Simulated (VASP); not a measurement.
# C (C2/m) in VASP: a series of runs

Runs on C. Level: PBE. Tasks: single point.

Everything below comes from runs of VASP 6.6.1. Logs are shortened: lines on timing, memory, paths and dates and some standing lists are left out, and cuts for length are marked.

### Step 1. The cell of the first run

Symmetry: C2/m, No. 12, monoclinic system. The conventional cell has a = 4.374 Å, b = 2.525 Å, c = 12.393 Å, α = 90.00°, β = 93.37°, γ = 90.00°. Within 2.1 Å of C (site symmetry m) lie 4 C at 1.55 Å. Within 2.1 Å of C (site symmetry m) lie 4 C at 1.55 Å. Within 2.1 Å of C (site symmetry m) lie 4 C at 1.55 Å. C (site symmetry m) has 4 C at 1.55 Å within 2.1 Å. C (site symmetry m) has 4 C at 1.55 Å within 2.1 Å. C (site symmetry m) has 4 C at 1.55 to 1.71 Å within 2.1 Å.

### Step 2. Single point, PBE (layers slid over each other)

The input, INCAR:

```
  PREC = Accurate
  ENCUT = 520
  EDIFF = 1E-6
  ISMEAR = 0
  SIGMA = 0.05
  LREAL = F
  LASPH = T
  NELM = 80
  ALGO = Normal
  ISIF = 2
  LWAVE = F
  LCHARG = T
  GGA = PE
  LELF = T
  LVHAR = T
  ISYM = 0
  NBANDS = 36
```

The input, KPOINTS:

```
regular mesh
0
Gamma
  10 10 2
```

The input, POSCAR:

```
C
1.0
    1.7857375322     -1.7857375322      0.0000000000
    1.7857375322      0.0000000000     -1.7857375322
    8.6310647390      6.8453272068      5.9524584407
C
12
Direct
    0.6215222222      0.4860888889      0.2708666667
   -0.0173666667     -0.0694666667      0.1042000000
    0.2604111111      0.0416444444      0.4375333333
    0.5381888889      0.1527555556      0.7708666667
    0.8993000000      0.5972000000      0.6042000000
    0.1770777778     -0.2916888889      0.9375333333
    0.6006888889      0.4027555556      0.3958666667
    0.9618000000      0.8472000000      0.2292000000
    0.2395777778     -0.0416888889      0.5625333333
    0.5173555556      0.0694222222      0.8958666667
   -0.1215333333     -0.4861333333      0.7292000000
    0.3229111111      0.2916444444      0.0625333333
```

Potentials or basis: VASP PAW PBE potentials, release 64 (C).

On the command line:

```bash
$ cat potpaw_PBE.64/C/POTCAR > POTCAR
$ mpirun -np 1 vasp_std > vasp.out
```

OUTCAR:

```text
PREC = Accurate
   ENCUT = 520
   EDIFF = 1E-6
   ISMEAR = 0
   LREAL = F
   LASPH = T
   NELM = 80
   ISIF = 2
   GGA = PE
   ISYM = 0

 ion  position               nearest neighbor table
   1  0.622  0.486  0.271-   7 1.55   8 1.55   8 1.55   8 1.55
   2  0.983  0.931  0.104-   8 1.55  12 1.55  12 1.55  12 1.55
   3  0.260  0.042  0.438-   7 1.55   7 1.55   9 1.55   7 1.55
   4  0.538  0.153  0.771-  10 1.55  11 1.55  11 1.55  11 1.55
   5  0.899  0.597  0.604-  11 1.55   9 1.55   9 1.55   9 1.55
   6  0.177  0.708  0.938-  10 1.55  10 1.55  10 1.55  12 1.71
   7  0.601  0.403  0.396-   3 1.55   3 1.55   1 1.55   3 1.55
   8  0.962  0.847  0.229-   2 1.55   1 1.55   1 1.55   1 1.55
   9  0.240  0.958  0.563-   3 1.55   5 1.55   5 1.55   5 1.55
  10  0.517  0.069  0.896-   6 1.55   6 1.55   6 1.55   4 1.55
  11  0.878  0.514  0.729-   5 1.55   4 1.55   4 1.55   4 1.55
  12  0.323  0.292  0.063-   2 1.55   2 1.55   2 1.55   6 1.71

IMPORTANT INFORMATION: All symmetrisations will be switched off!
NOSYMM: (Re-)initialisation of all symmetry stuff for point group C_1.

----------------------------------------------------------------------------------------

                                     Primitive cell

  volume of cell :      68.3336

  direct lattice vectors                    reciprocal lattice vectors
     1.785737532 -1.785737532  0.000000000     0.178886560 -0.381106150  0.178886560
     1.785737532  0.000000000 -1.785737532     0.155553531  0.155553531 -0.404439179
     8.631064739  6.845327207  5.952458441     0.046666059  0.046666059  0.046666059

  length of vectors
     2.525414237  2.525414237 12.521403459     0.457430541  0.460396407  0.080827985

  position of ions in fractional coordinates (direct lattice)
     0.621522222  0.486088889  0.270866667
     0.982633333  0.930533333  0.104200000
     0.260411111  0.041644444  0.437533333
     0.538188889  0.152755556  0.770866667
     0.899300000  0.597200000  0.604200000
     0.177077778  0.708311111  0.937533333
     0.600688889  0.402755556  0.395866667
     0.961800000  0.847200000  0.229200000
     0.239577778  0.958311111  0.562533333
     0.517355556  0.069422222  0.895866667
     0.878466667  0.513866667  0.729200000
     0.322911111  0.291644444  0.062533333

  ion indices of the primitive-cell ions
   primitive index   ion index
                 1           1
                 2           2
                 3           3
                 4           4
                 5           5
                 6           6
                 7           7
                 8           8
                 9           9
                10          10
                11          11
                12          12

----------------------------------------------------------------------------------------

 KPOINTS: regular mesh

Automatic generation of k-mesh.
 Grid dimensions read from file:
 generate k-points for:   10   10    2

 Generating k-lattice:

  Cartesian coordinates                     Fractional coordinates (reciprocal lattice)
     0.017888656 -0.038110615  0.017888656     0.100000000  0.000000000  0.000000000
     0.015555353  0.015555353 -0.040443918     0.000000000  0.100000000  0.000000000
     0.023333030  0.023333030  0.023333030     0.000000000  0.000000000  0.500000000

  Length of vectors
     0.045743054  0.046039641  0.040413993

  Shift w.r.t. Gamma in fractional coordinates (k-lattice)
     0.000000000  0.000000000  0.000000000

 -----------------------------------------------------------------------------
|                                                                             |
|           W    W    AA    RRRRR   N    N  II  N    N   GGGG   !!!           |
|           W    W   A  A   R    R  NN   N  II  NN   N  G    G  !!!           |
|           W    W  A    A  R    R  N N  N  II  N N  N  G       !!!           |
|           W WW W  AAAAAA  RRRRR   N  N N  II  N  N N  G  GGG   !            |
|           WW  WW  A    A  R   R   N   NN  II  N   NN  G    G                |
|           W    W  A    A  R    R  N    N  II  N    N   GGGG   !!!           |
|                                                                             |
|     Your reciprocal lattice and k-lattice belong to different lattice       |
|     classes:                                                                |
|                                                                             |
|        The reciprocal lattice is base-centered monoclinic,                  |
|        whereas your k-lattice is triclinic.                                 |
|                                                                             |
|     Results are often still useful ...                                      |
|                                                                             |
 -----------------------------------------------------------------------------

 WARNING: IBZKPT: internal override: KBLOWUP is changed to .FALSE.
      ... skipping the blow-up phase ...

 Subroutine IBZKPT returns following result:
 ===========================================

 Found    104 irreducible k-points:

 Following reciprocal coordinates:
            Coordinates               Weight
  0.000000  0.000000  0.000000      1.000000
  0.100000  0.000000  0.000000      2.000000
  0.200000  0.000000  0.000000      2.000000
  0.300000  0.000000  0.000000      2.000000
  0.400000  0.000000  0.000000      2.000000
  0.500000  0.000000 -0.000000      1.000000
[... 16 lines left out ...]
 -0.400000  0.200000 -0.000000      2.000000
 -0.300000  0.200000  0.000000      2.000000
 [... further k-points ...]
   k-points           NKPTS =    104   k-points in BZ     NKDIM =    104   number of bands    NBANDS=     36
   number of dos      NEDOS =    301   number of ions     NIONS =     12
   total plane-waves  NPLWV =  38400
   dimension x,y,z NGX =    20 NGY =   20 NGZ =   96
   dimension x,y,z NGXF=    40 NGYF=   40 NGZF=  192
   ions per type =              12
   NGX,Y,Z   is equivalent  to a cutoff of  13.17, 13.17, 12.75 a.u.
   NGXF,Y,Z  is equivalent  to a cutoff of  26.33, 26.33, 25.49 a.u.
 SYSTEM =  unknown system
   PREC   = accura    normal or accurate (medium, high low for compatibility)
   ISTART =      0    job   : 0-new  1-cont  2-samecut
   ICHARG =      2    charge: 1-file 2-atom 10-const
   ISPIN  =      1    spin polarized calculation?
   LNONCOLLINEAR =      F non collinear calculations
   LSORBIT =      F    spin-orbit coupling
   LASPH  =      T    aspherical Exc in radial PAW
   ENCUT  =  520.0 eV  38.22 Ry    6.18 a.u.   4.70  4.70 23.28*2*pi/ulx,y,z
   NELM   =     80;   NELMIN=  2; NELMDL= -5     # of ELM steps
   EDIFF  = 0.1E-05   stopping-criterion for ELM
   LREAL  =      F    real-space projection
   EDIFFG = 0.1E-04   stopping-criterion for IOM
   NSW    =      0    number of steps for IOM
   IBRION =     -1    ionic relax: 0-MD 1-quasi-New 2-CG
   NFREE  =      0    steps in history (QN), initial steepest desc. (CG)
   ISIF   =      2    stress and relaxation
   ISYM   =      0    0-nonsym 1-usesym 2-fastsym
   POTIM  = 0.5000    time-step for ionic-motion
   TEBEG  =    0.0;   TEEND  =   0.0 temperature during run
   PSTRESS=    0.0 pullay stress
   NELECT =      48.0000    total number of electrons
   NUPDOWN=      -1.0000    fix difference up-down
   EMIN   =  10.00;   EMAX   =-10.00  energy-range for DOS
   EFERMI =   0.00;   METHOD = LEGACY
   ISMEAR =     0;   SIGMA  =   0.05  broadening in eV -4-tet -1-fermi 0-gaus
   EFERMI_NEDOS =   21; number of points for ismear=-14 and -15
   IALGO  =     38    algorithm
   IMIX   =      4    mixing-type and parameters
     AMIX     =   0.40;   BMIX     =  1.00
     AMIX_MAG =   1.60;   BMIX_MAG =  1.00
  volume/ion in A,a.u.               =       5.69        38.43
  Fermi-wavevector in a.u.,A,eV,Ry     =   1.455271  2.750063 28.814604  2.117814
  Thomas-Fermi vector in A             =   2.572325
   LORBIT       =      0    0 simple, 1 ext, 2 COOP (PROOUT), +10 PAW based schemes
   GGA     = PE    functional components
   LHFCALC =     F    Hartree Fock is set to
   AEXX    =    0.0000 exact exchange contribution
   IVDW    =     0    specifies the selected vdW correction
   LEPSILON=     F    determine dielectric tensor
   LRPA    =     F    only Hartree local field effects (RPA)
 non-spin polarized calculation
 Gauss-broadening in eV      SIGMA  =   0.05
  energy-cutoff  :      520.00
  volume of cell :       68.33
 maximum number of plane-waves:      1865
   NGX =  9   NGY =  9   NGZ = 47

 number of electron      47.9999995 magnetization

 Free energy of the ion-electron system (eV)
  ---------------------------------------------------
  ext. energy  EPLUGINS =         0.00000000
  ---------------------------------------------------
  free energy    TOTEN  =      -106.95144606 eV

  energy without entropy =     -106.95144606  energy(sigma->0) =     -106.95144606

 E-fermi :  10.5445     XC(G=0): -13.2511

 val. band max:       10.3139055723   @ k =   0.0000   0.0000   0.0000
 cond. band min:      12.8384399981   @ k =   0.5000   0.0000  -0.0000
 fundamental gap:      2.5245344258
 Fermi energy:        10.5445204319

 k-point     1 :       0.0000    0.0000    0.0000
  band No.  band energies     occupation
      1     -11.7458      2.00000
      2     -10.9873      2.00000
      3     -10.9627      2.00000
      4      -8.7579      2.00000
      5      -8.7009      2.00000
      6      -6.0026      2.00000
[... 28 lines left out ...]
     35      17.8835      0.00000
     36      18.0232      0.00000

 k-point     2 :       0.1000    0.0000    0.0000
  band No.  band energies     occupation
      1     -11.5001      2.00000
      2     -10.7600      2.00000
      3     -10.7022      2.00000
      4      -8.5508      2.00000
      5      -8.4349      2.00000
      6      -5.7879      2.00000
[... 28 lines left out ...]
     35      18.0754      0.00000
     36      18.2822      0.00000

 k-point     3 :       0.2000    0.0000    0.0000
  band No.  band energies     occupation
      1     -10.7670      2.00000
      2     -10.0582      2.00000
      3      -9.9493      2.00000
      4      -7.8965      2.00000
      5      -7.6816      2.00000
      6      -5.1500      2.00000
[... 28 lines left out ...]
     35      19.0744      0.00000
     36      19.5955      0.00000

 k-point     4 :       0.3000    0.0000    0.0000
  band No.  band energies     occupation
      1      -9.5609      2.00000
      2      -8.8942      2.00000
      3      -8.7247      2.00000
      4      -6.8165      2.00000
      5      -6.4698      2.00000
      6      -4.1291      2.00000
[... 28 lines left out ...]
     35      19.1732      0.00000
     36      19.5103      0.00000

 k-point     5 :       0.4000    0.0000    0.0000
  band No.  band energies     occupation
      1      -7.9231      2.00000
      2      -7.3409      2.00000
      3      -7.0598      2.00000
      4      -5.5334      2.00000
      5      -4.8318      2.00000
      6      -3.3016      2.00000
[... 655 lines left out ...]
 k-point    22 :       0.5000    0.2000   -0.0000
  band No.  band energies     occupation
      1      -7.2135      2.00000
      2      -6.8270      2.00000
      3      -6.1748      2.00000
      4      -5.1878      2.00000
      5      -3.9022      2.00000
      6      -2.9910      2.00000
[... 28 lines left out ...]
     35      20.1725      0.00000
     36      20.2879      0.00000

 k-point    23 :      -0.4000    0.2000   -0.0000
  band No.  band energies     occupation
      1      -5.5759      2.00000
      2      -5.3347      2.00000
      3      -5.2784      2.00000
      4      -4.6613      2.00000
      5      -4.2531      2.00000
      6      -3.1504      2.00000
[... 28 lines left out ...]
     35      20.0598      0.00000
     36      20.3063      0.00000

 k-point    24 :      -0.3000    0.2000    0.0000
  band No.  band energies     occupation
      1      -7.2309      2.00000
      2      -6.6055      2.00000
      3      -6.4507      2.00000
      4      -4.6623      2.00000
      5      -4.5253      2.00000
      6      -2.4400      2.00000
[... 28 lines left out ...]
     35      20.2653      0.00000
     36      20.6536      0.00000

 [... further k-points ...]

------------------------ aborting loop because EDIFF is reached ----------------------------------------

  FORCE on cell =-STRESS in cart. coord.  units (eV):
  Direction    XX          YY          ZZ          XY          YZ          ZX
  --------------------------------------------------------------------------------------
  -------------------------------------------------------------------------------------
  Total        6.7542376      6.7544084    -11.1064177      6.6699454     -0.6685158     -0.6684211
  in kB      158.3626598    158.3666652   -260.4056834    156.3863104    -15.6742987    -15.6720794
  external PRESSURE =      18.7745472 kB  Pullay stress =       0.0000000 kB

 VOLUME and BASIS-vectors are now :
 -----------------------------------------------------------------------------
  energy-cutoff  :      520.00
  volume of cell :       68.33
      direct lattice vectors                 reciprocal lattice vectors
     1.785737532 -1.785737532  0.000000000     0.178886560 -0.381106150  0.178886560
     1.785737532  0.000000000 -1.785737532     0.155553531  0.155553531 -0.404439179
     8.631064739  6.845327207  5.952458441     0.046666059  0.046666059  0.046666059

 POSITION                                       TOTAL-FORCE (eV/Angst)
 -----------------------------------------------------------------------------------
      4.31577      0.74430      0.74430        -0.009721     -0.009748     -0.002854
      4.31577     -1.04144     -1.04144         0.342792      0.342734     -0.097453
      4.31577      2.53003      2.53003        -0.004921     -0.005048      0.004783
      7.88725      4.31577      4.31577        -0.378743     -0.378728      0.319790
      7.88725      2.53003      2.53003        -0.031453     -0.031470      0.039521
      9.67298      6.10151      4.31577        -2.506832     -2.506905      3.104365
      5.20864      1.63716      1.63716         0.031455      0.031471     -0.039518
      5.20864     -0.14857     -0.14857         0.378743      0.378729     -0.319789
      6.99438      3.42290      1.63716         0.004922      0.005050     -0.004782
      8.78011      5.20864      5.20864        -0.342793     -0.342736      0.097452
      8.78011      3.42290      3.42290         0.009721      0.009748      0.002854
      1.63716     -0.14857     -0.14857         2.506829      2.506903     -3.104369
 -----------------------------------------------------------------------------------
    total drift:                                0.000023      0.000020      0.000022

  FREE ENERGIE OF THE ION-ELECTRON SYSTEM (eV)
  ---------------------------------------------------
  free  energy   TOTEN  =      -106.9514460556 eV

  energy  without entropy=     -106.9514460556  energy(sigma->0) =     -106.95144606
```

Run time: 2.8 min. Hardware: 1 thread of AMD EPYC 9R45 (Zen 5), shared host; peak memory 0.26 GiB.

What came out:

| Property | Result |
| --- | --- |
| Free energy | -106.9514 eV |
| Pressure | 1.9 GPa |
| Largest force | 4.712 eV/Å |
| Band gap on the k mesh | 2.52 eV (least direct gap 4.58 eV) |

Forces in eV/Å, atoms in the order of the input:
```
C   -0.010 -0.010 -0.003
C    0.343  0.343 -0.097
C   -0.005 -0.005  0.005
C   -0.379 -0.379  0.320
C   -0.031 -0.031  0.040
C   -2.507 -2.507  3.104
C    0.031  0.031 -0.040
C    0.379  0.379 -0.320
C    0.005  0.005 -0.005
C   -0.343 -0.343  0.097
C    0.010  0.010  0.003
C    2.507  2.507 -3.104
```

Stress tensor (GPa, compression positive):
```
 15.84  15.64  -1.57
 15.64  15.84  -1.57
 -1.57  -1.57 -26.04
```

Levels at points of the mesh, in eV from the valence-band top:
| k point | band 22 | band 23 | band 24 | band 25 | band 26 | band 27 |
| --- | --- | --- | --- | --- | --- | --- |
| (0.00, 0.00, 0.00) | -0.90 | -0.80 | 0.00 | 4.83 | 4.86 | 5.18 |
| (0.50, 0.00, 0.00) | -4.37 | -3.68 | -2.13 | 2.52 | 4.27 | 4.49 |
| (0.00, 0.50, 0.00) | -4.20 | -3.88 | -3.73 | 3.72 | 4.04 | 4.30 |
| (0.50, 0.50, 0.00) | -3.98 | -3.67 | -2.32 | 2.74 | 4.32 | 4.41 |
| (0.00, 0.00, 0.50) | -0.85 | -0.85 | -0.76 | 4.97 | 5.10 | 5.36 |
| (0.50, 0.00, 0.50) | -3.98 | -3.67 | -2.32 | 2.74 | 4.32 | 4.41 |
| (0.00, 0.50, 0.50) | -4.55 | -3.64 | -3.46 | 3.61 | 4.03 | 4.59 |
| (0.50, 0.50, 0.50) | -4.37 | -3.68 | -2.13 | 2.52 | 4.27 | 4.49 |

Caveat: the cell differs from its parent crystal (layers slid over each other); forces of over 1 eV/Å act on the atoms, so gaps and moduli don't describe the material at rest.

### Step 3. Single point, PBE (layers slid over each other)

The input, INCAR:

```
SYSTEM = C
ALGO = Normal
EDIFF = 1E-6
ENCUT = 520
GGA = PE
ISIF = 2
ISMEAR = 0
ISYM = 0
LASPH = .True.
LCHARG = .False.
LREAL = .False.
LWAVE = .False.
NBANDS = 36
NELM = 100
PREC = Accurate
SIGMA = 0.05
```

The input, KPOINTS:

```
k-points
0
Gamma
  10 10 2
  0 0 0
```

The input, POSCAR:

```
C
1.0
    1.7857375322     -1.7857375322      0.0000000000
    1.7857375322      0.0000000000     -1.7857375322
    9.2263105830      6.5477042847      5.6548355186
C
12
Direct
    0.5763777778      0.4409444444      0.2708666667
   -0.0347333333     -0.0868333333      0.1042000000
    0.1874888889     -0.0312777778      0.4375333333
    0.4097111111      0.0242777778      0.7708666667
    0.7986000000      0.4965000000      0.6042000000
    0.0208222222     -0.4479444444      0.9375333333
    0.5347111111      0.3367777778      0.3958666667
    0.9236000000      0.8090000000      0.2292000000
    0.1458222222     -0.1354444444      0.5625333333
    0.3680444444     -0.0798888889      0.8958666667
   -0.2430666667     -0.6076666667      0.7292000000
    0.3124888889      0.2812222222      0.0625333333
```

Potentials or basis: VASP PAW PBE potentials, release 64 (C).

On the command line:

```bash
$ cat potpaw_PBE.64/C/POTCAR > POTCAR
$ mpirun -np 1 vasp_std > vasp.out
```

Run time: 3 min. Hardware: 1 thread of AMD EPYC 9R45 (Zen 5), shared host; peak memory 0.26 GiB.

It converged, with:

| Item | Value |
| --- | --- |
| Free energy | -107.1939 eV |
| Pressure | 1.2 GPa |
| Largest force | 4.651 eV/Å |
| Band gap on the k mesh | 0.79 eV (least direct gap 2.55 eV) |

Forces in eV/Å, atoms in the order of the input:
```
C    0.009 -0.022  0.009
C    0.326 -0.178  0.326
C    0.002 -0.007  0.002
C    0.070 -0.407  0.070
C    0.014 -0.043  0.014
C    1.473 -4.158  1.473
C   -0.014  0.043 -0.014
C   -0.070  0.407 -0.070
C   -0.002  0.007 -0.002
C   -0.326  0.178 -0.326
C   -0.009  0.021 -0.008
C   -1.473  4.158 -1.473
```

Stress tensor (GPa, compression positive):
```
 -6.48   9.53 -10.25
  9.53  16.65   9.52
-10.25   9.52  -6.48
```

Levels at points of the mesh, in eV from the valence-band top:
```tsv
k point	band 20	band 21	band 22	band 23	band 24	band 25	band 26	band 27	band 28	band 29
(0.00, 0.00, 0.00)	-1.38	-1.10	-0.70	-0.42	0.00	4.68	5.42	5.42	5.78	5.95
(0.50, 0.00, 0.00)	-4.44	-4.40	-4.34	-3.22	-1.75	0.79	4.34	4.79	4.80	6.00
(0.00, 0.50, 0.00)	-4.96	-4.33	-3.92	-3.47	-3.36	4.44	4.64	4.99	5.42	5.59
(0.50, 0.50, 0.00)	-4.96	-4.33	-3.92	-3.47	-3.36	4.44	4.64	4.99	5.42	5.59
(0.00, 0.00, 0.50)	-1.48	-0.84	-0.73	-0.70	-0.60	5.01	5.29	5.43	5.93	6.11
(0.50, 0.00, 0.50)	-5.25	-3.72	-3.60	-3.53	-1.91	0.89	4.31	4.57	5.37	5.65
(0.00, 0.50, 0.50)	-5.42	-4.54	-4.15	-3.51	-2.97	4.48	4.50	5.01	5.08	5.28
(0.50, 0.50, 0.50)	-5.42	-4.54	-4.15	-3.51	-2.97	4.48	4.50	5.01	5.08	5.28
```

Caveat: the cell differs from its parent crystal (layers slid over each other); forces of over 1 eV/Å act on the atoms, so gaps and moduli don't describe the material at rest. A k mesh can miss the band edges.
